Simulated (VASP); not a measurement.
Wanted: the native input for a VASP 6.6.1 run.

- Task: single point
- Functional: PBEsol
- Potentials or basis: VASP PAW PBE potentials, release 64 (W_sv)
- Cutoff: 520 eV
- k mesh: 12 × 12 × 16
- Occupations: gaussian, width 0.1 eV
- Spin: no spin polarisation
- Dipole correction: no
- Further INCAR settings: ALGO = Fast; EDIFF = 1e-07; NBANDS = 13; ISYM = 0

The structure of W lies in POSCAR:

```
W
1.0
    2.9489258870      0.0000000000      0.0000000000
   -1.4744629435      2.5538447321      0.0000000000
    1.4744629435      0.8512815774      2.1942032776
W
1
Direct
    0.0000000000      0.0000000000      0.0000000000
```

These files were run (other wordings do the same):

INCAR

```
  PREC = Accurate
  ENCUT = 520
  EDIFF = 1E-7
  ISMEAR = 0
  SIGMA = 0.1
  LREAL = False
  LASPH = True
  NELM = 100
  ALGO = Fast
  ISIF = 2
  LWAVE = False
  LCHARG = False
  GGA = PS
  ISYM = 0
  NBANDS = 13
```

KPOINTS

```
Automatic mesh
0
Gamma
  12 12 16
```

Potentials or basis: VASP PAW PBE potentials, release 64 (W_sv).

Launch:

```bash
$ cat potpaw_PBE.64/W_sv/POTCAR > POTCAR
$ mpirun -np 1 vasp_std > vasp.out
```

Results of the run:

```json
{
  "Pressure": "-7.9 GPa",
  "Band gap on the k mesh": "zero (band 7 reaches 13.30 eV, above the bottom of band 8 at 9.67 eV)"
}
```

Caveat: the PAW data sets were made with another functional, which shifts forces and pressure a little; spin-orbit coupling is left out, which moves the levels of the heavy elements.

Run time: 96 s on 1 thread of Intel(R) Xeon(R) 6975P-C (Granite Rapids), with other jobs on the host, peak memory 0.34 GiB.
